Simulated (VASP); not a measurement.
A run of VASP 6.6.1 is set up as follows.

The input INCAR:

```
SYSTEM = KI
ALGO = Normal
EDIFF = 1E-8
ENCUT = 520
GGA = PS
IBRION = 8
ISIF = 2
ISMEAR = 0
LASPH = .True.
LCHARG = .False.
LEPSILON = .True.
LREAL = .False.
LWAVE = .False.
NBANDS = 15
NELM = 80
NSW = 1
PREC = Accurate
SIGMA = 0.01
```

File KPOINTS:

```
k-points
0
Gamma
  6 6 6
  0 0 0
```

POSCAR

```
KI
1.0
    0.0000000000      3.4240608148      3.4240608148
    3.4240608148      0.0000000000      3.4240608148
    3.4240608148      3.4240608148      0.0000000000
K I
1 1
Direct
    0.0000000000      0.0000000000      0.0000000000
    0.5000000000      0.5000000000      0.5000000000
```

Potentials or basis: VASP PAW PBE potentials, release 64 (K_sv, I).

Command:

```bash
$ cat potpaw_PBE.64/K_sv/POTCAR potpaw_PBE.64/I/POTCAR > POTCAR
$ mpirun -np 1 vasp_std > vasp.out
```

(1) What does it give for the electronic dielectric tensor (diagonal)?

(2) Predict the Born charges (mean of the diagonal).

(3) What does it give for the highest phonon frequency at Γ, LO-TO splitting left out?

Answers

(1) 3.07.

(2) K +1.11; I -1.11 e.

(3) 117 cm⁻¹.

Caveat: the cell stands under pressure or tension, which shifts response properties.
